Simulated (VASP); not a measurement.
# BP (I-4m2) in VASP: single point with PBE

Aim: the single point of BP with PBE.

Program: VASP 6.6.1. These are calculated values, not measurements. Logs are shortened: lines on timing, memory, paths and dates and some standing lists are left out, and cuts for length are marked.

### Step 1. The cell of the first run

Symmetry: I-4m2, No. 119, tetragonal system. The conventional cell has a = 3.364 Å, b = 3.364 Å, c = 4.485 Å, α = 90.00°, β = 90.00°, γ = 90.00°. B (site symmetry -4m2) has 4 P at 2.02 Å within 2.7 Å. Within 2.7 Å of P (site symmetry -4m2) lie 4 B at 2.02 Å.

### Step 2. Single point, PBE (strained)

Contents of INCAR:

```
  ALGO = Normal
  EDIFF = 1E-7
  ENCUT = 520
  GGA = PE
  ISIF = 2
  ISMEAR = 0
  LASPH = True
  LCHARG = True
  LELF = True
  LREAL = False
  LVHAR = True
  LWAVE = False
  NBANDS = 11
  NELM = 80
  PREC = Accurate
  SIGMA = 0.02
```

Contents of KPOINTS:

```
k-points
0
Gamma
  10 10 10
```

Contents of POSCAR:

```
BP
1.0
    0.0000000000      2.3786153900      2.3786153900
    2.2424753900      0.0000000000      2.3786153900
    2.2424753900      2.3786153900      0.0000000000
B P
1 1
Direct
    0.0000000000      0.0000000000      0.0000000000
    0.7500000000      0.7500000000      0.7500000000
```

Potentials or basis: VASP PAW PBE potentials, release 64 (B, P).

Launch:

```bash
> cat potpaw_PBE.64/B/POTCAR potpaw_PBE.64/P/POTCAR > POTCAR
> mpirun -np 1 vasp_std > vasp.out
```

OUTCAR:

```text
EDIFF = 1E-7
   ENCUT = 520
   GGA = PE
   ISIF = 2
   ISMEAR = 0
   LASPH = True
   LREAL = False
   NELM = 80
   PREC = Accurate

 ion  position               nearest neighbor table
   1  0.000  0.000  0.000-   2 2.02   2 2.02   2 2.02   2 2.02
   2  0.750  0.750  0.750-   1 2.02   1 2.02   1 2.02   1 2.02

  LATTYP: Found a body centered tetragonal cell.
 ALAT       =     3.3638701442
 C/A-ratio  =     1.3332710800

  Lattice vectors:

 A1 = (  -2.2424753900,   0.0000000000,  -2.3786153900)
 A2 = (  -2.2424753900,   0.0000000000,   2.3786153900)
 A3 = (   2.2424753900,   2.3786153900,   0.0000000000)

Analysis of symmetry for initial positions (statically):
=====================================================================
 Subroutine PRICEL returns:
 Original cell was already a primitive cell.

 Routine SETGRP: Setting up the symmetry group for a
 body centered tetragonal supercell.

 Subroutine GETGRP returns: Found  8 space group operations
 (whereof  8 operations were pure point group operations)
 out of a pool of 16 trial point group operations.

The static configuration has the point symmetry D_2d.

Analysis of symmetry for dynamics (positions and initial velocities):
=====================================================================
 Subroutine PRICEL returns:
 Original cell was already a primitive cell.

 Routine SETGRP: Setting up the symmetry group for a
 body centered tetragonal supercell.

 Subroutine GETGRP returns: Found  8 space group operations
 (whereof  8 operations were pure point group operations)
 out of a pool of 16 trial point group operations.

The dynamic configuration has the point symmetry D_2d.

 Subroutine INISYM returns: Found  8 space group operations
 (whereof  8 operations are pure point group operations),
 and found     1 'primitive' translations

----------------------------------------------------------------------------------------

                                     Primitive cell

  volume of cell :      25.3750

  direct lattice vectors                    reciprocal lattice vectors
     0.000000000  2.378615390  2.378615390    -0.222967887  0.210206325  0.210206325
     2.242475390  0.000000000  2.378615390     0.222967887 -0.210206325  0.210206325
     2.242475390  2.378615390  0.000000000     0.222967887  0.210206325 -0.210206325

  length of vectors
     3.363870144  3.269022338  3.269022338     0.371602041  0.371602041  0.371602041

  position of ions in fractional coordinates (direct lattice)
     0.000000000  0.000000000  0.000000000
     0.750000000  0.750000000  0.750000000

  ion indices of the primitive-cell ions
   primitive index   ion index
                 1           1
                 2           2

----------------------------------------------------------------------------------------

 KPOINTS: k-points

Automatic generation of k-mesh.
 Grid dimensions read from file:
 generate k-points for:   10   10   10

 Generating k-lattice:

  Cartesian coordinates                     Fractional coordinates (reciprocal lattice)
    -0.022296789  0.021020633  0.021020633     0.100000000  0.000000000  0.000000000
     0.022296789 -0.021020633  0.021020633     0.000000000  0.100000000  0.000000000
     0.022296789  0.021020633 -0.021020633     0.000000000  0.000000000  0.100000000

  Length of vectors
     0.037160204  0.037160204  0.037160204

  Shift w.r.t. Gamma in fractional coordinates (k-lattice)
     0.000000000  0.000000000  0.000000000

 Subroutine IBZKPT returns following result:
 ===========================================

 Found    102 irreducible k-points:

 Following reciprocal coordinates:
            Coordinates               Weight
  0.000000  0.000000  0.000000      1.000000
  0.100000  0.000000  0.000000      8.000000
  0.200000  0.000000  0.000000      8.000000
  0.300000  0.000000  0.000000      8.000000
  0.400000  0.000000  0.000000      8.000000
  0.500000  0.000000  0.000000      4.000000
[... 16 lines left out ...]
  0.300000  0.300000  0.000000      4.000000
  0.400000  0.300000 -0.000000     16.000000
 [... further k-points ...]
   k-points           NKPTS =    102   k-points in BZ     NKDIM =    102   number of bands    NBANDS=     11
   number of dos      NEDOS =    301   number of ions     NIONS =      2
   total plane-waves  NPLWV =  16128
   dimension x,y,z NGX =    28 NGY =   24 NGZ =   24
   dimension x,y,z NGXF=    56 NGYF=   48 NGZF=   48
   ions per type =               1   1
   NGX,Y,Z   is equivalent  to a cutoff of  13.84, 12.21, 12.21 a.u.
   NGXF,Y,Z  is equivalent  to a cutoff of  27.68, 24.41, 24.41 a.u.
 SYSTEM =  unknown system
   PREC   = accura    normal or accurate (medium, high low for compatibility)
   ISTART =      0    job   : 0-new  1-cont  2-samecut
   ICHARG =      2    charge: 1-file 2-atom 10-const
   ISPIN  =      1    spin polarized calculation?
   LNONCOLLINEAR =      F non collinear calculations
   LSORBIT =      F    spin-orbit coupling
   LASPH  =      T    aspherical Exc in radial PAW
   ENCUT  =  520.0 eV  38.22 Ry    6.18 a.u.   6.25  6.08  6.08*2*pi/ulx,y,z
   NELM   =     80;   NELMIN=  2; NELMDL= -5     # of ELM steps
   EDIFF  = 0.1E-06   stopping-criterion for ELM
   LREAL  =      F    real-space projection
   EDIFFG = 0.1E-05   stopping-criterion for IOM
   NSW    =      0    number of steps for IOM
   IBRION =     -1    ionic relax: 0-MD 1-quasi-New 2-CG
   NFREE  =      0    steps in history (QN), initial steepest desc. (CG)
   ISIF   =      2    stress and relaxation
   ISYM   =      2    0-nonsym 1-usesym 2-fastsym
   POTIM  = 0.5000    time-step for ionic-motion
   TEBEG  =    0.0;   TEEND  =   0.0 temperature during run
   PSTRESS=    0.0 pullay stress
   NELECT =       8.0000    total number of electrons
   NUPDOWN=      -1.0000    fix difference up-down
   EMIN   =  10.00;   EMAX   =-10.00  energy-range for DOS
   EFERMI =   0.00;   METHOD = LEGACY
   ISMEAR =     0;   SIGMA  =   0.02  broadening in eV -4-tet -1-fermi 0-gaus
   EFERMI_NEDOS =   21; number of points for ismear=-14 and -15
   IALGO  =     38    algorithm
   IMIX   =      4    mixing-type and parameters
     AMIX     =   0.40;   BMIX     =  1.00
     AMIX_MAG =   1.60;   BMIX_MAG =  1.00
  volume/ion in A,a.u.               =      12.69        85.62
  Fermi-wavevector in a.u.,A,eV,Ry     =   1.114216  2.105563 16.891329  1.241478
  Thomas-Fermi vector in A             =   2.250809
   LORBIT       =      0    0 simple, 1 ext, 2 COOP (PROOUT), +10 PAW based schemes
   GGA     = PE    functional components
   LHFCALC =     F    Hartree Fock is set to
   AEXX    =    0.0000 exact exchange contribution
   IVDW    =     0    specifies the selected vdW correction
   LEPSILON=     F    determine dielectric tensor
   LRPA    =     F    only Hartree local field effects (RPA)
 non-spin polarized calculation
 Gauss-broadening in eV      SIGMA  =   0.02
  energy-cutoff  :      520.00
  volume of cell :       25.38
 maximum number of plane-waves:       698
 NGX is ok and might be reduce to    28
   NGX = 13   NGY = 13   NGZ = 13

 number of electron       7.9999999 magnetization

 Free energy of the ion-electron system (eV)
  ---------------------------------------------------
  ext. energy  EPLUGINS =         0.00000000
  ---------------------------------------------------
  free energy    TOTEN  =       -12.82102852 eV

  energy without entropy =      -12.82102852  energy(sigma->0) =      -12.82102852

 E-fermi :   7.0167     XC(G=0): -10.5590

 val. band max:        6.8330631902   @ k =   0.0000   0.0000   0.0000
 cond. band min:       7.3501615051   @ k =   0.0000   0.4000   0.4000
 fundamental gap:      0.5170983149
 Fermi energy:         7.0166501182

 k-point     1 :       0.0000    0.0000    0.0000
  band No.  band energies     occupation
      1      -8.2549      2.00000
      2       6.3169      2.00000
      3       6.3169      2.00000
      4       6.8331      2.00000
      5       9.5686      0.00000
      6       9.9134      0.00000
      7       9.9134      0.00000
      8      12.5932      0.00000
      9      17.4789      0.00000
     10      17.6761      0.00000
     11      18.9958      0.00000

 k-point     2 :       0.1000    0.0000    0.0000
  band No.  band energies     occupation
      1      -8.0865      2.00000
      2       5.2156      2.00000
      3       6.0272      2.00000
      4       6.4367      2.00000
      5       9.8648      0.00000
      6      10.2722      0.00000
      7      10.3347      0.00000
      8      13.2064      0.00000
      9      17.1751      0.00000
     10      17.9730      0.00000
     11      18.2454      0.00000

 k-point     3 :       0.2000    0.0000    0.0000
  band No.  band energies     occupation
      1      -7.5891      2.00000
      2       3.0214      2.00000
      3       5.4601      2.00000
      4       5.9331      2.00000
      5      10.0058      0.00000
      6      10.8661      0.00000
      7      10.9638      0.00000
      8      14.6104      0.00000
      9      16.8659      0.00000
     10      17.4094      0.00000
     11      18.9586      0.00000

 k-point     4 :       0.3000    0.0000    0.0000
  band No.  band energies     occupation
      1      -6.7952      2.00000
      2       0.8069      2.00000
      3       4.9486      2.00000
      4       5.5143      2.00000
      5       9.8195      0.00000
      6      11.0749      0.00000
      7      11.4786      0.00000
      8      15.8457      0.00000
      9      17.5938      0.00000
     10      17.6769      0.00000
     11      19.2172      0.00000
[... 239 lines left out ...]
 k-point    22 :      -0.2000    0.2000   -0.0000
  band No.  band energies     occupation
      1      -6.4950      2.00000
      2       1.3522      2.00000
      3       2.5114      2.00000
      4       5.4780      2.00000
      5      10.9029      0.00000
      6      11.3925      0.00000
      7      12.5143      0.00000
      8      14.1880      0.00000
      9      16.1465      0.00000
     10      19.6882      0.00000
     11      21.4228      0.00000

 k-point    23 :       0.3000    0.3000    0.0000
  band No.  band energies     occupation
      1      -6.3591      2.00000
      2       1.5372      2.00000
      3       3.5985      2.00000
      4       3.7605      2.00000
      5       8.3221      0.00000
      6      10.4963      0.00000
      7      14.2066      0.00000
      8      15.3967      0.00000
      9      18.1046      0.00000
     10      20.7531      0.00000
     11      21.7947      0.00000

 k-point    24 :       0.4000    0.3000   -0.0000
  band No.  band energies     occupation
      1      -5.6199      2.00000
      2       0.3620      2.00000
      3       2.8345      2.00000
      4       3.4242      2.00000
      5       8.6138      0.00000
      6      10.3052      0.00000
      7      14.7277      0.00000
      8      16.0249      0.00000
      9      19.1351      0.00000
     10      21.4503      0.00000
     11      22.1443      0.00000

 [... further k-points ...]
[... 5 lines left out ...]
  --------------------------------------------------------------------------------------
  -------------------------------------------------------------------------------------
  Total       -0.2787128     -2.4248128     -2.4248128      0.0000000      0.0000000     -0.0000000
  in kB      -17.5979208   -153.1026334   -153.1026334      0.0000000      0.0000000     -0.0000000
  external PRESSURE =    -107.9343959 kB  Pullay stress =       0.0000000 kB

 VOLUME and BASIS-vectors are now :
 -----------------------------------------------------------------------------
  energy-cutoff  :      520.00
  volume of cell :       25.38
      direct lattice vectors                 reciprocal lattice vectors
     0.000000000  2.378615390  2.378615390    -0.222967887  0.210206325  0.210206325
     2.242475390  0.000000000  2.378615390     0.222967887 -0.210206325  0.210206325
     2.242475390  2.378615390  0.000000000     0.222967887  0.210206325 -0.210206325

 POSITION                                       TOTAL-FORCE (eV/Angst)
 -----------------------------------------------------------------------------------
      0.00000      0.00000      0.00000         0.000000     -0.000000     -0.000000
      3.36371      3.56792      3.56792        -0.000000      0.000000      0.000000
 -----------------------------------------------------------------------------------
    total drift:                               -0.000000      0.000000      0.000000

  FREE ENERGIE OF THE ION-ELECTRON SYSTEM (eV)
  ---------------------------------------------------
  free  energy   TOTEN  =       -12.8210285207 eV

  energy  without entropy=      -12.8210285207  energy(sigma->0) =      -12.82102852
```

It took 22 s on 1 thread of AMD EPYC 7R13 (Zen 3), shared host; peak memory 0.12 GiB.

Results:

```yaml
Free_energy: -12.8210 eV
Pressure: -10.8 GPa
Band_gap_on_the_k_mesh: 0.52 eV, indirect (least direct gap 2.74 eV)
```

Stress tensor (GPa, compression positive):
```
 -1.76   0.00   0.00
  0.00 -15.31   0.00
  0.00   0.00 -15.31
```

Caveat: the cell differs from its parent crystal (strained).
